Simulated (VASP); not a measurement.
# Mo5H in VASP: notebook, part 2 of 2

VASP 6.6.1.

### Step 3. Single point, PBEsol

INCAR reads:

```
SYSTEM = Mo5H
PREC = Accurate
ENCUT = 520
EDIFF = 1E-6
ISMEAR = 0
SIGMA = 0.1
LREAL = .FALSE.
LASPH = .TRUE.
NELM = 80
ALGO = Normal
ISIF = 2
LWAVE = .FALSE.
LCHARG = .FALSE.
LDIPOL = .TRUE.
IDIPOL = 3
DIPOL = 0.5 0.5 0.482
GGA = PS
NBANDS = 44
```

KPOINTS reads:

```
Automatic mesh
0
G
  9 9 1
  0 0 0
```

POSCAR reads:

```
Mo5H
1.0
    3.1293068543      0.0000000000      0.0000000000
    0.0000000000      3.1293068543      0.0000000000
    0.0000000000      0.0000000000     25.2586137086
Mo H
5 1
Direct
    0.5000000000      0.5000000000      0.3365188643
    0.0000000000      0.0000000000      0.3984642049
    0.5000000000      0.5000000000      0.4586428271
    0.0000000000      0.0000000000      0.5220708239
    0.5000000000      0.5000000000      0.5789551234
    0.0000000000      0.0000000000      0.5993606409
```

Potentials or basis: VASP PAW PBE potentials, release 64 (Mo_sv, H).

Run with:

```
> cat potpaw_PBE.64/Mo_sv/POTCAR potpaw_PBE.64/H/POTCAR > POTCAR
> mpirun -np 1 vasp_std > vasp.out
```

OUTCAR:

```text
SYSTEM = Mo5H
   PREC = Accurate
   ENCUT = 520
   EDIFF = 1E-6
   ISMEAR = 0
   LREAL = .FALSE.
   LASPH = .TRUE.
   NELM = 80
   ISIF = 2
   GGA = PS

 ion  position               nearest neighbor table
   1  0.500  0.500  0.337-   2 2.71   2 2.71   2 2.71   2 2.71   3 3.08
   2  0.000  0.000  0.398-   3 2.68   3 2.68   3 2.68   3 2.68   1 2.71   1 2.71   1 2.71   1 2.71
                             4 3.12
   3  0.500  0.500  0.459-   2 2.68   2 2.68   2 2.68   2 2.68   4 2.73   4 2.73   4 2.73   4 2.73
                             5 3.04   1 3.08
   4  0.000  0.000  0.522-   6 1.95   5 2.64   5 2.64   5 2.64   5 2.64   3 2.73   3 2.73   3 2.73
                             3 2.73   2 3.12
   5  0.500  0.500  0.579-   4 2.64   4 2.64   4 2.64   4 2.64   3 3.04
   6  0.000  0.000  0.599-   4 1.95

  LATTYP: Found a simple tetragonal cell.
 ALAT       =     3.1293068543
 C/A-ratio  =     8.0716321168

  Lattice vectors:

 A1 = (   3.1293068543,   0.0000000000,   0.0000000000)
 A2 = (   0.0000000000,   3.1293068543,   0.0000000000)
 A3 = (   0.0000000000,   0.0000000000,  25.2586137086)

Analysis of symmetry for initial positions (statically):
=====================================================================
 Subroutine PRICEL returns:
 Original cell was already a primitive cell.

 Routine SETGRP: Setting up the symmetry group for a
 simple tetragonal supercell.

 Subroutine GETGRP returns: Found  8 space group operations
 (whereof  8 operations were pure point group operations)
 out of a pool of 16 trial point group operations.

The static configuration has the point symmetry C_4v.

Analysis of symmetry for dynamics (positions and initial velocities):
=====================================================================
 Subroutine PRICEL returns:
 Original cell was already a primitive cell.

 Routine SETGRP: Setting up the symmetry group for a
 simple tetragonal supercell.

 Subroutine GETGRP returns: Found  8 space group operations
[... 130 lines left out ...]
   LEPSILON=     F    determine dielectric tensor
   LRPA    =     F    only Hartree local field effects (RPA)
 non-spin polarized calculation
 Gauss-broadening in eV      SIGMA  =   0.10
  energy-cutoff  :      520.00
  volume of cell :      247.35
 maximum number of plane-waves:      6710
 NGX is ok and might be reduce to    24
   NGX = 11   NGY = 11   NGZ = 93

 dipolmoment           0.000000      0.000000     -0.001180 electrons x Angstroem

 number of electron      70.9999996 magnetization

 dipolmoment           0.000000      0.000000      0.007746 electrons x Angstroem

 Free energy of the ion-electron system (eV)
  ---------------------------------------------------
  ext. energy  EPLUGINS =         0.00000000
  ---------------------------------------------------
  free energy    TOTEN  =       -58.33063657 eV

  energy without entropy =      -58.29513449  energy(sigma->0) =      -58.31288553

 E-fermi :   1.1961     XC(G=0):  -5.2171

 val. band max:        1.1489424255   @ k =   0.4444   0.3333   0.0000
 cond. band min:       1.2000933145   @ k =   0.3333   0.2222   0.0000
 fundamental gap:      0.0511508890
 Fermi energy:         1.1961393226

 k-point     1 :       0.0000    0.0000    0.0000
  band No.  band energies     occupation
      1     -59.9154      2.00000
      2     -59.7014      2.00000
      3     -59.5923      2.00000
      4     -59.4081      2.00000
      5     -59.2980      2.00000
      6     -34.2248      2.00000
[... 694 lines left out ...]
     43       3.6873      0.00000
     44       3.7639      0.00000

------------------------ aborting loop because EDIFF is reached ----------------------------------------

 vacuum level on the upper side and lower side of the slab       (xc-potential included)        -0.089        -0.204

  FORCE on cell =-STRESS in cart. coord.  units (eV):
  Direction    XX          YY          ZZ          XY          YZ          ZX
  --------------------------------------------------------------------------------------
  -------------------------------------------------------------------------------------
  Total       -5.9772318     -5.9772318     -1.6478811      0.0000000      0.0000000      0.0000000
  in kB      -38.7172824    -38.7172824    -10.6740847      0.0000000      0.0000000      0.0000000
  external PRESSURE =     -29.3695498 kB  Pullay stress =       0.0000000 kB

 VOLUME and BASIS-vectors are now :
 -----------------------------------------------------------------------------
  energy-cutoff  :      520.00
  volume of cell :      247.35
      direct lattice vectors                 reciprocal lattice vectors
     3.129306854  0.000000000  0.000000000     0.319559585  0.000000000  0.000000000
     0.000000000  3.129306854  0.000000000     0.000000000  0.319559585  0.000000000
     0.000000000  0.000000000 25.258613709     0.000000000  0.000000000  0.039590455

 POSITION                                       TOTAL-FORCE (eV/Angst)
 -----------------------------------------------------------------------------------
      1.56465      1.56465      8.50000         0.000000      0.000000      1.169030
      0.00000      0.00000     10.06465         0.000000      0.000000     -1.216477
      1.56465      1.56465     11.58468         0.000000      0.000000     -0.003531
      0.00000      0.00000     13.18679         0.000000      0.000000      0.001612
      1.56465      1.56465     14.62360        -0.000000     -0.000000      0.052885
      0.00000      0.00000     15.13902         0.000000      0.000000     -0.003520
 -----------------------------------------------------------------------------------
    total drift:                                0.000000     -0.000000     -0.000301

  FREE ENERGIE OF THE ION-ELECTRON SYSTEM (eV)
  ---------------------------------------------------
  free  energy   TOTEN  =       -58.3306365724 eV

  energy  without entropy=      -58.2951344936  energy(sigma->0) =      -58.31288553

 vacuum level on the upper side and lower side of the slab         5.365         5.254
```

OSZICAR:

```text
N       E                     dE             d eps       ncg     rms          rms(c)
DAV:   1     0.721878820882E+03    0.72188E+03   -0.45003E+04  1768   0.143E+03
DAV:   2    -0.378134911626E+02   -0.75969E+03   -0.74337E+03  1524   0.433E+02
DAV:   3    -0.630769994465E+02   -0.25264E+02   -0.24507E+02  1736   0.699E+01
[... 25 lines left out ...]
DAV:  29    -0.583306287164E+02   -0.10302E-05   -0.41555E-07   896   0.245E-03    0.329E-03
DAV:  30    -0.583306313464E+02   -0.26300E-05   -0.54533E-07   860   0.251E-03    0.157E-03
DAV:  31    -0.583306338485E+02   -0.25021E-05   -0.28449E-07   916   0.165E-03    0.830E-04
DAV:  32    -0.583306356127E+02   -0.17642E-05   -0.94773E-08   844   0.956E-04    0.703E-04
DAV:  33    -0.583306365724E+02   -0.95970E-06   -0.69492E-08   844   0.794E-04
   1 F= -.58330637E+02 E0= -.58312886E+02  d E =-.355021E-01
```

stdout:

```text
POSCAR found type information on POSCAR MoH
 POSCAR found :  2 types and       6 ions
 scaLAPACK will be used
 -----------------------------------------------------------------------------
|                                                                             |
|                                                                             |
|     You enforced a specific xc type in the INCAR file but a different       |
|     I HOPE YOU KNOW WHAT YOU ARE DOING!                                     |
|                                                                             |
 -----------------------------------------------------------------------------

 LDA part: xc-table for (Slater+PW92), standard interpolation
 POSCAR, INCAR and KPOINTS ok, starting setup
 FFT: planning ... GRIDC
 FFT: planning ... GRID_SOFT
 FFT: planning ... GRID
 WAVECAR not read
 entering main loop
```

Wall time 3.6 min (1 thread of Intel Xeon 6975P-C (Granite Rapids), shared host); peak memory 0.37 GiB.

Results:

```
Free energy            : -58.3306 eV
Largest force          : 1.216 eV/Å
Band gap on the k mesh : zero (an odd number of electrons rules out a gap without spin polarisation)
```

Forces in eV/Å, atoms in the order of the input:
```
Mo   0.000  0.000  1.169
Mo   0.000  0.000 -1.216
Mo   0.000  0.000 -0.004
Mo   0.000  0.000  0.002
Mo   0.000  0.000  0.053
H    0.000  0.000 -0.004
```

Levels at points of the mesh, in eV from the Fermi level:
```tsv
k point	band 34	band 35	band 36	band 37	band 38	band 39
(0.00, 0.00, 0.00)	-0.42	-0.32	-0.25	-0.07	-0.07	-0.06
```

Caveat: the PAW data sets were made with another functional, which shifts forces and pressure a little.
